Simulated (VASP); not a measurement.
Set up this calculation in VASP 6.6.1, as the native input.

```
Task                               : single point
Functional                         : PBE0
Potentials or basis                : VASP PAW PBE potentials, release 64 (Zn, S)
Cutoff                             : 400 eV
k mesh                             : 6 × 6 × 6
Occupations                        : gaussian, width 0.02 eV
Spin                               : no spin polarisation
Dipole correction                  : no
Grid for exact exchange (PRECFOCK) : Normal
Further INCAR settings             : ALGO = Normal; EDIFF = 1e-06; NBANDS = 16
Share of exact exchange            : 0.25
```

The system is ZnS.

```
Zn S
1.0
     0.00000    2.71000    2.71000
     2.71000    0.00000    2.71000
     2.71000    2.71000    0.00000
Zn S
1 1
Direct
  0.00000 0.00000 0.00000
  0.25000 0.25000 0.25000
```

These files were run (other wordings do the same):

POSCAR

```
ZnS
1.0
    0.0000000000      2.7100000000      2.7100000000
    2.7100000000      0.0000000000      2.7100000000
    2.7100000000      2.7100000000      0.0000000000
Zn S
1 1
Direct
    0.0000000000      0.0000000000      0.0000000000
    0.2500000000      0.2500000000      0.2500000000
```

INCAR.step1

```
PREC     = Accurate       # precision mode
ENCUT    = 400            # plane-wave cutoff, eV
EDIFF    = 1E-5           # SCF threshold, eV
ISMEAR   = 0              # smearing method
SIGMA    = 0.02           # smearing width, eV
LREAL    = False          # projectors in reciprocal space
LASPH    = True           # aspherical terms in the spheres
NELM     = 120            # most SCF steps
ALGO     = Normal         # electronic algorithm
ISIF     = 2              # what is computed and relaxed
LWAVE    = True           # write WAVECAR
NBANDS   = 16             # bands
GGA      = PE             # functional
GGA_COMPAT= False
```

INCAR.step2

```
PREC     = Accurate       # precision mode
ENCUT    = 400            # plane-wave cutoff, eV
EDIFF    = 1E-6           # SCF threshold, eV
ISMEAR   = 0              # smearing method
SIGMA    = 0.02           # smearing width, eV
LREAL    = False          # projectors in reciprocal space
LASPH    = True           # aspherical terms in the spheres
NELM     = 120            # most SCF steps
ALGO     = Normal         # electronic algorithm
ISIF     = 2              # what is computed and relaxed
LWAVE    = False          # write WAVECAR
LCHARG   = True           # write CHGCAR
GGA      = PE             # functional
LHFCALC  = True           # exact exchange
AEXX     = 0.25           # exact-exchange fraction
PRECFOCK = Normal       
LELF     = True           # ELF
LVHAR    = True         
NBANDS   = 16             # bands
ISTART   = 1            
GGA_COMPAT= False
```

KPOINTS

```
Automatic mesh
0
Gamma
  6 6 6
```

Potentials or basis: VASP PAW PBE potentials, release 64 (Zn, S).

Command:

```bash
$ cat potpaw_PBE.64/Zn/POTCAR potpaw_PBE.64/S/POTCAR > POTCAR
$ cp INCAR.step1 INCAR
$ mpirun -np 1 vasp_std > vasp.out
$ cp INCAR.step2 INCAR
$ mpirun -np 1 vasp_std > vasp.out
```

It gave:

```yaml
Pressure: -0.3 GPa
Band_gap_on_the_k_mesh: 3.97 eV
```

Caveat: the PAW data sets were made with another functional, which shifts forces and pressure a little.

Run time: 12 min on 1 thread of Intel(R) Xeon(R) 6975P-C (Granite Rapids) (shared host), peak memory 0.16 GiB.
